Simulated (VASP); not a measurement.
# CO2 (Cmce) in VASP: further runs, part 2 of 2

VASP 6.6.1. The steps go on from the part before.

### Step 3. Single point, r2SCAN (14.20 Å³/atom)

This run uses another cell than the first one, of 14.20 Å³/atom.

The input, POSCAR:

```
CO2
1.0
    2.7012409644     -2.4292043507      0.0000000000
    2.7012409644      2.4292043507      0.0000000000
    0.0000000000      0.0000000000      6.4912617924
C O
2 4
Direct
    0.0000000000      0.0000000000      0.0000000000
    0.5000000000      0.5000000000      0.5000000000
    0.8072150981      0.1927849019      0.8945330637
    0.1927849019      0.8072150981      0.1054669363
    0.6927849019      0.3072150981      0.3945330637
    0.3072150981      0.6927849019      0.6054669363
```

The input, INCAR.step1:

```
PREC = Accurate
ENCUT = 520
ISMEAR = 0
SIGMA = 0.02
LREAL = False
LASPH = True
NELM = 100
NBANDS = 25
GGA = PE
ALGO = Normal
EDIFF = 1E-4
LWAVE = True
LCHARG = False
```

The input, INCAR.step2:

```
PREC = Accurate
ENCUT = 520
EDIFF = 1E-7
ISMEAR = 0
SIGMA = 0.02
LREAL = False
LASPH = True
NELM = 100
ALGO = Normal
ISIF = 2
LWAVE = False
LCHARG = False
METAGGA = R2SCAN
LMIXTAU = True
NBANDS = 25
ISTART = 1
```

The input, KPOINTS:

```
regular mesh
0
Gamma
  6 6 4
```

Potentials or basis: VASP PAW PBE potentials, release 64 (C, O).

Started as:

```sh
cat potpaw_PBE.64/C/POTCAR potpaw_PBE.64/O/POTCAR > POTCAR
cp INCAR.step1 INCAR
mpirun -np 1 vasp_std > vasp.out
cp INCAR.step2 INCAR
mpirun -np 1 vasp_std > vasp.out
```

OUTCAR:

```text
PREC = Accurate
   ENCUT = 520
   EDIFF = 1E-7
   ISMEAR = 0
   LREAL = False
   LASPH = True
   NELM = 100
   ISIF = 2
   METAGGA = R2SCAN
   ISTART = 1

 ion  position               nearest neighbor table
   1  0.000  0.000  0.000-   3 1.16   4 1.16
   2  0.500  0.500  0.500-   5 1.16   6 1.16
   3  0.807  0.193  0.895-   1 1.16
   4  0.193  0.807  0.105-   1 1.16
   5  0.693  0.307  0.395-   2 1.16
   6  0.307  0.693  0.605-   2 1.16

[... 881 lines left out ...]
  -------------------------------------------------------------------------------------
  Total       -0.0326975      2.3284708      1.2174112      0.0000000      0.0000000      0.0000000
  in kB       -0.6149490     43.7920103     22.8960928      0.0000000      0.0000000      0.0000000
  external PRESSURE =      22.0243847 kB  Pullay stress =       0.0000000 kB

 VOLUME and BASIS-vectors are now :
 -----------------------------------------------------------------------------
  energy-cutoff  :      520.00
  volume of cell :       85.19
      direct lattice vectors                 reciprocal lattice vectors
     2.701240964 -2.429204351  0.000000000     0.185100110 -0.205828711  0.000000000
     2.701240964  2.429204351  0.000000000     0.185100110  0.205828711  0.000000000
     0.000000000  0.000000000  6.491261792     0.000000000  0.000000000  0.154053254

 POSITION                                       TOTAL-FORCE (eV/Angst)
 -----------------------------------------------------------------------------------
      0.00000      0.00000      0.00000        -0.000000     -0.000000      0.000000
      2.70124      0.00000      3.24563         0.000000     -0.000000      0.000000
      2.70124     -1.49258      5.80665         0.000000      0.639914     -0.467642
      2.70124      1.49258      0.68461         0.000000     -0.639914      0.467642
      2.70124     -0.93663      2.56102         0.000000     -0.639914     -0.467642
      2.70124      0.93663      3.93024         0.000000      0.639914      0.467642
 -----------------------------------------------------------------------------------
    total drift:                                0.000000     -0.000000      0.000000

  FREE ENERGIE OF THE ION-ELECTRON SYSTEM (eV)
  ---------------------------------------------------
  free  energy   TOTEN  =       -51.4702476027 eV

  energy  without entropy=      -51.4702476027  energy(sigma->0) =      -51.47024760
```

OUTCAR.step1:

```text
PREC = Accurate
   ENCUT = 520
   ISMEAR = 0
   LREAL = False
   LASPH = True
[... 911 lines left out ...]
      2.70124     -1.49258      5.80665         0.000000      1.234274     -0.901846
      2.70124      1.49258      0.68461         0.000000     -1.234274      0.901846
      2.70124     -0.93663      2.56102         0.000000     -1.234274     -0.901846
      2.70124      0.93663      3.93024         0.000000      1.234274      0.901846
 -----------------------------------------------------------------------------------
    total drift:                                0.000000     -0.000000      0.000000

  FREE ENERGIE OF THE ION-ELECTRON SYSTEM (eV)
  ---------------------------------------------------
  free  energy   TOTEN  =       -45.9529561534 eV

  energy  without entropy=      -45.9529561534  energy(sigma->0) =      -45.95295615
```

It took 1.9 min on 1 thread of Intel Xeon 6975P-C (Granite Rapids), shared host; peak memory 0.22 GiB.

What came out:

```yaml
Free_energy: -51.4702 eV
Pressure: 2.2 GPa
Largest_force: 0.793 eV/Å
Band_gap_on_the_k_mesh: 7.26 eV (least direct gap 7.75 eV)
```

Forces in eV/Å, atoms in the order of the input:
```
C    0.000  0.000  0.000
C    0.000  0.000  0.000
O    0.000  0.640 -0.468
O    0.000 -0.640  0.468
O    0.000 -0.640 -0.468
O    0.000  0.640  0.468
```

Stress tensor (GPa, compression positive):
```
-0.06  0.00  0.00
 0.00  4.38  0.00
 0.00  0.00  2.29
```

Levels at points of the mesh, in eV from the valence-band top:
| k point | band 12 | band 13 | band 14 | band 15 | band 16 | band 17 | band 18 | band 19 | band 20 | band 21 |
| --- | --- | --- | --- | --- | --- | --- | --- | --- | --- | --- |
| (0.00, 0.00, 0.00) | -3.65 | -0.96 | -0.91 | -0.61 | -0.49 | 7.26 | 7.92 | 8.56 | 8.65 | 9.58 |
| (0.50, 0.00, 0.00) | -3.84 | -0.68 | -0.68 | -0.28 | -0.28 | 8.42 | 8.42 | 9.36 | 9.36 | 10.55 |
| (0.50, 0.50, 0.00) | -3.72 | -0.97 | -0.57 | -0.29 | 0.00 | 8.62 | 9.70 | 9.74 | 9.86 | 11.08 |
| (0.00, 0.00, 0.50) | -3.71 | -0.79 | -0.79 | -0.69 | -0.69 | 8.27 | 8.27 | 8.43 | 8.43 | 9.10 |
| (0.50, 0.00, 0.50) | -3.74 | -0.75 | -0.75 | -0.25 | -0.25 | 8.50 | 8.50 | 9.43 | 9.43 | 10.38 |
| (0.50, 0.50, 0.50) | -4.15 | -0.64 | -0.64 | -0.27 | -0.27 | 9.21 | 9.21 | 9.71 | 9.71 | 12.00 |

Caveat: the PAW data sets were made with another functional, which shifts forces and pressure a little. A k mesh can miss the band edges.

### Step 4. Single point, r2SCAN

This run uses another cell than the first one, of 14.64 Å³/atom.

The input, POSCAR:

```
CO2
1.0
    2.7302315584     -2.4542704169      0.0000000000
    2.7302315584      2.4542704169      0.0000000000
    0.0000000000      0.0000000000      6.5533426004
C O
2 4
Direct
    0.0000000000      0.0000000000      0.0000000000
    0.5000000000      0.5000000000      0.5000000000
    0.8093792096      0.1906207904      0.8952695590
    0.1906207904      0.8093792096      0.1047304410
    0.6906207904      0.3093792096      0.3952695590
    0.3093792096      0.6906207904      0.6047304410
```

The input, INCAR.step1:

```
SYSTEM = CO2
ALGO = Normal ; EDIFF = 1E-4
ENCUT = 520 ; GGA = PE
ISMEAR = 0 ; LASPH = .TRUE.
LCHARG = .FALSE. ; LREAL = .FALSE.
LWAVE = .TRUE. ; NBANDS = 25
NELM = 60 ; PREC = Accurate
SIGMA = 0.02
```

The input, INCAR.step2:

```
SYSTEM = CO2
ALGO = Normal ; EDIFF = 1E-6
ENCUT = 520 ; ISIF = 2
ISMEAR = 0 ; ISTART = 1
LASPH = .TRUE. ; LCHARG = .TRUE.
LELF = .TRUE. ; LMIXTAU = .TRUE.
LREAL = .FALSE. ; LVHAR = .TRUE.
LWAVE = .FALSE. ; METAGGA = R2SCAN
NBANDS = 25 ; NELM = 60
PREC = Accurate ; SIGMA = 0.02
```

The input, KPOINTS:

```
k-points
0
G
  6 6 4
  0 0 0
```

Started as:

```sh
cat potpaw_PBE.64/C/POTCAR potpaw_PBE.64/O/POTCAR > POTCAR
cp INCAR.step1 INCAR
mpirun -np 1 vasp_std > vasp.out
cp INCAR.step2 INCAR
mpirun -np 1 vasp_std > vasp.out
```

It took 1.8 min on 1 thread of Intel Xeon 6975P-C (Granite Rapids), shared host; peak memory 0.22 GiB.

Results (log left out):

```
Free energy            : -51.4727 eV
Pressure               : 1.9 GPa
Largest force          : 0.786 eV/Å
Band gap on the k mesh : 7.24 eV (least direct gap 7.71 eV)
```

Forces on the atoms (eV/Å):
```
C    0.000  0.000  0.000
C    0.000  0.000  0.000
O    0.000  0.634 -0.465
O    0.000 -0.634  0.465
O    0.000 -0.634 -0.465
O    0.000  0.634  0.465
```

Stress tensor (GPa, compression positive):
```
-0.29  0.00  0.00
 0.00  3.97  0.00
 0.00  0.00  1.96
```

Levels at points of the mesh, in eV from the valence-band top:
| k point | band 13 | band 14 | band 15 | band 16 | band 17 | band 18 | band 19 | band 20 |
| --- | --- | --- | --- | --- | --- | --- | --- | --- |
| (0.00, 0.00, 0.00) | -0.90 | -0.85 | -0.58 | -0.46 | 7.24 | 8.01 | 8.61 | 8.70 |
| (0.50, 0.00, 0.00) | -0.64 | -0.64 | -0.26 | -0.26 | 8.47 | 8.47 | 9.37 | 9.37 |
| (0.50, 0.50, 0.00) | -0.90 | -0.53 | -0.27 | 0.00 | 8.67 | 9.69 | 9.72 | 9.84 |
| (0.00, 0.00, 0.50) | -0.74 | -0.74 | -0.64 | -0.64 | 8.34 | 8.34 | 8.39 | 8.39 |
| (0.50, 0.00, 0.50) | -0.70 | -0.70 | -0.23 | -0.23 | 8.55 | 8.55 | 9.43 | 9.43 |
| (0.50, 0.50, 0.50) | -0.59 | -0.59 | -0.25 | -0.25 | 9.22 | 9.22 | 9.70 | 9.70 |

Caveat: the PAW data sets were made with another functional, which shifts forces and pressure a little. A k mesh can miss the band edges.

### Step 5. Single point, r2SCAN

This run uses another cell than the first one, of 14.64 Å³/atom.

POSCAR is that of step 4.

The input, INCAR.step1:

```
ALGO = Normal
EDIFF = 1E-4
ENCUT = 520
GGA = PE
ISMEAR = 0
LASPH = True
LCHARG = False
LREAL = False
LWAVE = True
NBANDS = 25
NELM = 100
PREC = Accurate
SIGMA = 0.02
```

The input, INCAR.step2:

```
ALGO = Normal
EDIFF = 1E-6
ENCUT = 520
ISIF = 2
ISMEAR = 0
ISTART = 1
LASPH = True
LCHARG = True
LELF = True
LMIXTAU = True
LREAL = False
LVHAR = True
LWAVE = False
METAGGA = R2SCAN
NBANDS = 25
NELM = 100
PREC = Accurate
SIGMA = 0.02
```

The input, KPOINTS:

```
k-points
0
Gamma
  6 6 4
```

Started as:

```sh
cat potpaw_PBE.64/C/POTCAR potpaw_PBE.64/O/POTCAR > POTCAR
cp INCAR.step1 INCAR
mpirun -np 1 vasp_std > vasp.out
cp INCAR.step2 INCAR
mpirun -np 1 vasp_std > vasp.out
```

Run time: 2 min. Hardware: 1 thread of Intel Xeon 6975P-C (Granite Rapids), shared host; peak memory 0.22 GiB.

Results (log left out):

- Free energy: -51.4727 eV
- Pressure: 1.9 GPa
- Largest force: 0.786 eV/Å
- Band gap on the k mesh: 7.24 eV (least direct gap 7.71 eV)

Forces on the atoms (eV/Å):
```
C    0.000  0.000  0.000
C    0.000  0.000  0.000
O    0.000  0.634 -0.465
O    0.000 -0.634  0.465
O    0.000 -0.634 -0.465
O    0.000  0.634  0.465
```

Stress tensor (GPa, compression positive):
```
-0.29  0.00  0.00
 0.00  3.97  0.00
 0.00  0.00  1.96
```

Levels at points of the mesh, in eV from the valence-band top:
| k point | band 13 | band 14 | band 15 | band 16 | band 17 | band 18 | band 19 | band 20 |
| --- | --- | --- | --- | --- | --- | --- | --- | --- |
| (0.00, 0.00, 0.00) | -0.90 | -0.85 | -0.58 | -0.46 | 7.24 | 8.01 | 8.61 | 8.70 |
| (0.50, 0.00, 0.00) | -0.64 | -0.64 | -0.26 | -0.26 | 8.47 | 8.47 | 9.37 | 9.37 |
| (0.50, 0.50, 0.00) | -0.90 | -0.53 | -0.27 | 0.00 | 8.67 | 9.69 | 9.72 | 9.84 |
| (0.00, 0.00, 0.50) | -0.74 | -0.74 | -0.64 | -0.64 | 8.34 | 8.34 | 8.39 | 8.39 |
| (0.50, 0.00, 0.50) | -0.70 | -0.70 | -0.23 | -0.23 | 8.55 | 8.55 | 9.43 | 9.43 |
| (0.50, 0.50, 0.50) | -0.59 | -0.59 | -0.25 | -0.25 | 9.22 | 9.22 | 9.70 | 9.70 |

Caveat: the PAW data sets were made with another functional, which shifts forces and pressure a little.

### Step 6. Overview

```tsv
cell	gap on the mesh (eV)	pressure (GPa)	largest force (eV/Å)
a = 3.592, b = 3.592, c = 6.435 Å, angles 90.0, 90.0, 84.0°, 6 atoms, atomic positions A	7.28	2.6	0.79
a = 3.633, b = 3.633, c = 6.491 Å, angles 90.0, 90.0, 83.9°, 6 atoms, atomic positions A	7.26	2.2	0.79
a = 3.671, b = 3.671, c = 6.553 Å, angles 90.0, 90.0, 83.9°, 6 atoms, atomic positions B	7.24	1.9	0.79
```

Alike in all rows: task single point; level r2SCAN; potentials or basis VASP PAW PBE potentials, release 64 (C, O); no spin polarisation; k mesh 6 × 6 × 4; cutoff (eV) 520; smearing gaussian 0.02 eV.

Caveats: the PAW data sets were made with another functional, which shifts forces and pressure a little.

Total energies depend on the potentials used, so only differences within one code and one set of settings carry meaning.
